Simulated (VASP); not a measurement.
# GaN (F-43m) in VASP: a series of runs, part 3 of 3

VASP 6.6.1. The steps go on from the part before.

## (6) Vibrations by perturbation theory, LDA

This run uses another cell than the first one, of 11.06 Å³/atom, 1.067 times its volume.

Contents of INCAR:

```
SYSTEM = GaN
PREC = Accurate
ENCUT = 520
EDIFF = 1E-8
ISMEAR = 0
SIGMA = 0.01
LREAL = .FALSE.
LASPH = .TRUE.
NELM = 100
ALGO = Normal
ISIF = 2
LWAVE = .FALSE.
LCHARG = .TRUE.
GGA = CA
IBRION = 8
NSW = 1
```

Contents of KPOINTS:

```
regular mesh
0
G
  10 10 10
  0 0 0
```

Contents of POSCAR:

```
GaN
1.0
    2.2277045003      2.2277045003      0.0000000000
   -2.2277045003      2.2277045003      0.0000000000
    0.0000000000      2.2277045003      2.2277045003
Ga N
1 1
Direct
    0.0000000000      0.0000000000      0.0000000000
    0.2500000000      0.7500000000      0.5000000000
```

Potentials or basis: VASP PAW LDA potentials, release 64 (Ga_d, N).

The run is started by

```console
$ cat potpaw_LDA.64/Ga_d/POTCAR potpaw_LDA.64/N/POTCAR > POTCAR
$ mpirun -np 1 vasp_std > vasp.out
```

OUTCAR:

```text
SYSTEM = GaN
   PREC = Accurate
   ENCUT = 520
   EDIFF = 1E-8
   ISMEAR = 0
   LREAL = .FALSE.
   LASPH = .TRUE.
   NELM = 100
   ISIF = 2
   GGA = CA
   IBRION = 8
   NSW = 1

 ion  position               nearest neighbor table
   1  0.000  0.000  0.000-   2 1.93   2 1.93   2 1.93   2 1.93
   2  0.250  0.750  0.500-   1 1.93   1 1.93   1 1.93   1 1.93

  LATTYP: Found a face centered cubic cell.
 ALAT       =     4.4554090006

  Lattice vectors:

 A1 = (   0.0000000000,   2.2277045003,   2.2277045003)
 A2 = (   2.2277045003,   0.0000000000,   2.2277045003)
 A3 = (   2.2277045003,   2.2277045003,   0.0000000000)

Analysis of symmetry for initial positions (statically):
=====================================================================
 Subroutine PRICEL returns:
 Original cell was already a primitive cell.

 Routine SETGRP: Setting up the symmetry group for a
 face centered cubic supercell.

 Subroutine GETGRP returns: Found 24 space group operations
 (whereof 24 operations were pure point group operations)
 out of a pool of 48 trial point group operations.

The static configuration has the point symmetry T_d .

Analysis of symmetry for dynamics (positions and initial velocities):
=====================================================================
 Subroutine PRICEL returns:
 Original cell was already a primitive cell.

 Routine SETGRP: Setting up the symmetry group for a
 face centered cubic supercell.

 Subroutine GETGRP returns: Found 24 space group operations
 (whereof 24 operations were pure point group operations)
 out of a pool of 48 trial point group operations.

The dynamic configuration has the point symmetry T_d .

 Subroutine INISYM returns: Found 24 space group operations
 (whereof 24 operations are pure point group operations),
 and found     1 'primitive' translations

----------------------------------------------------------------------------------------

                                     Primitive cell

  volume of cell :      22.1107

  direct lattice vectors                    reciprocal lattice vectors
     2.227704500  2.227704500  0.000000000     0.224446285  0.224446285 -0.224446285
    -2.227704500  2.227704500  0.000000000    -0.224446285  0.224446285 -0.224446285
     0.000000000  2.227704500  2.227704500     0.000000000  0.000000000  0.448892571

  length of vectors
     3.150449917  3.150449917  3.150449917     0.388752370  0.388752370  0.448892571

  position of ions in fractional coordinates (direct lattice)
     0.000000000  0.000000000  0.000000000
     0.250000000  0.750000000  0.500000000

[... 140 lines left out ...]
      6      -7.8169      2.00000
      7       5.4192      2.00000
      8       5.4192      2.00000
      9       5.4192      2.00000
     10       7.3912      0.00000
     11      15.7449      0.00000
     12      15.7449      0.00000
     13      15.7449      0.00000
[... 354 lines left out ...]
  band No.  band energies     occupation
      1      -9.5640      2.00000
      2      -8.0507      2.00000
      3      -7.9221      2.00000
      4      -7.8783      2.00000
      5      -7.7813      2.00000
      6      -5.8752      2.00000
      7      -0.8210      2.00000
      8       1.1544      2.00000
      9       3.3829      2.00000
     10      10.8788      0.00000
     11      13.4028      0.00000
     12      16.1096      0.00000
     13      17.8885      0.00000

 [... further k-points ...]

------------------------ aborting loop because EDIFF is reached ----------------------------------------

  FORCE on cell =-STRESS in cart. coord.  units (eV):
  Direction    XX          YY          ZZ          XY          YZ          ZX
  --------------------------------------------------------------------------------------
  -------------------------------------------------------------------------------------
  Total        0.1527628      0.1527628      0.1527628      0.0000000      0.0000000      0.0000000
  in kB       11.0694359     11.0694359     11.0694359      0.0000000      0.0000000      0.0000000
  external PRESSURE =      11.0694359 kB  Pullay stress =       0.0000000 kB

 VOLUME and BASIS-vectors are now :
 -----------------------------------------------------------------------------
  energy-cutoff  :      520.00
  volume of cell :       22.11
      direct lattice vectors                 reciprocal lattice vectors
     2.227704500  2.227704500  0.000000000     0.224446285  0.224446285 -0.224446285
    -2.227704500  2.227704500  0.000000000    -0.224446285  0.224446285 -0.224446285
     0.000000000  2.227704500  2.227704500     0.000000000  0.000000000  0.448892571

 POSITION                                       TOTAL-FORCE (eV/Angst)
 -----------------------------------------------------------------------------------
      0.00000      0.00000      0.00000         0.000000     -0.000000      0.000000
     -1.11385      3.34156      1.11385        -0.000000      0.000000      0.000000
 -----------------------------------------------------------------------------------
    total drift:                                0.000002     -0.000000      0.000000

  FREE ENERGIE OF THE ION-ELECTRON SYSTEM (eV)
  ---------------------------------------------------
  free  energy   TOTEN  =       -13.9437929051 eV

  energy  without entropy=      -13.9437929051  energy(sigma->0) =      -13.94379291

[... ionic steps 2 to 3 ...]

--------------------------------------- Ionic step        4  -------------------------------------------

------------------------ aborting loop because EDIFF is reached ----------------------------------------

[... ionic steps 5 to 6 ...]

--------------------------------------- Ionic step        7  -------------------------------------------

 Free energy of the ion-electron system (eV)
  ---------------------------------------------------
  ---------------------------------------------------
  free energy    TOTEN  =        -0.22947601 eV

  energy without entropy =       -0.22947601

------------------------ aborting loop because EDIFF is reached ----------------------------------------

 INTERNAL STRAIN TENSOR  FOR ION    2  DIRECTION 1   (eV/Angst):
 -----------------------------------------------------------------------------
     0.02145 -0.00000 -0.00000
    -0.00000 -0.00027 -9.39225
     0.00000 -9.39225 -0.00027

 INTERNAL STRAIN TENSOR FOR ION    2 for displacements in x,y,z  (eV/Angst):
          X           Y           Z          XY          YZ          ZX
  --------------------------------------------------------------------------------
  x     0.00000    -0.00000    -0.00000    -0.00000    -9.39225     0.00000
  y    -0.00000    -0.00000    -0.00000    -0.00000    -0.00000    -9.39225
  z    -0.00000    -0.00000     0.00000    -9.39225    -0.00000    -0.00000

 SECOND DERIVATIVES (NOT SYMMETRIZED)
 ------------------------------------
               1X          1Y          1Z          2X          2Y          2Z
  1X   -13.362617   -0.000000    0.000000   13.362617    0.000000   -0.000000
  1Y     0.000000  -13.362617   -0.000000   -0.000000   13.362617    0.000000
  1Z     0.000000   -0.000000  -13.362617   -0.000000    0.000000   13.362617
  2X    13.330757    0.000000   -0.000000  -13.330757   -0.000000    0.000000
  2Y    -0.000000   13.330757    0.000000    0.000000  -13.330757   -0.000000
  2Z    -0.000000    0.000000   13.330757    0.000000   -0.000000  -13.330757

 Eigenvectors and eigenvalues of the dynamical matrix
 ----------------------------------------------------

   1 f  =   16.719464 THz   105.051493 2PiTHz  557.701303 cm-1    69.146118 meV
             X         Y         Z           dx          dy          dz
      0.000000  0.000000  0.000000     0.000000   -0.000000   -0.409342
     -1.113852  3.341557  1.113852    -0.000000   -0.000000    0.912381
[... 21 lines left out ...]
   6 f/i=    0.007453 THz     0.046829 2PiTHz    0.248606 cm-1     0.030823 meV
             X         Y         Z           dx          dy          dz
      0.000000  0.000000  0.000000     0.126362   -0.753888    0.498121
     -1.113852  3.341557  1.113852     0.056693   -0.338234    0.223483

--------------------------------------------------------------------------------------------------------

 ELASTIC MODULI CONTR FROM IONIC RELAXATION (kBar)
 Direction    XX          YY          ZZ          XY          YZ          ZX
 --------------------------------------------------------------------------------
 XX          -0.0000     -0.0000     -0.0000      0.0000      0.0000     -0.0000
 YY          -0.0000     -0.0000     -0.0000      0.0000      0.0000     -0.0000
 ZZ          -0.0000     -0.0000     -0.0000      0.0000      0.0000     -0.0000
 XY           0.0000      0.0000      0.0000   -448.6023     -0.0000      0.0000
 YZ           0.0000      0.0000      0.0000     -0.0000   -448.6023      0.0000
 ZX          -0.0000     -0.0000     -0.0000      0.0000      0.0000   -448.6023
 --------------------------------------------------------------------------------
```

stdout:

```text
POSCAR found type information on POSCAR GaN
 POSCAR found :  2 types and       2 ions
 scaLAPACK will be used
 LDA part: xc-table for (Slater(with rela. corr.)+CA(PZ))
 , standard interpolation
 POSCAR, INCAR and KPOINTS ok, starting setup
 FFT: planning ... GRIDC
 FFT: planning ... GRID_SOFT
 FFT: planning ... GRID
 WAVECAR not read
 entering main loop
 Linear response reoptimize wavefunctions to high precision
 Linear response DOF=           2
 Linear response progress:
 first order change of Fermi-energy   0.27312E+00
 force on displaced ion       1 direction 1 : -13.363  -0.000  -0.000
 Linear response progress:
 first order change of Fermi-energy  -0.27405E+00
 force on displaced ion       2 direction 1 : -13.331   0.000  -0.000
 Linear response finished
```

Wall time 2.1 min (1 thread of AMD EPYC 7R13 (Zen 3), shared host); peak memory 0.2 GiB.

What came out:

```
Highest phonon frequency at Γ, LO-TO splitting left out : 558 cm⁻¹
```

Phonon frequencies in cm⁻¹ (negative: imaginary):
| q point | frequencies |
| --- | --- |
| (0.000, 0.000, 0.000) | 0 0 0 558 558 558 |

Caveat: the cell wasn't relaxed at this level first, which shifts response properties.
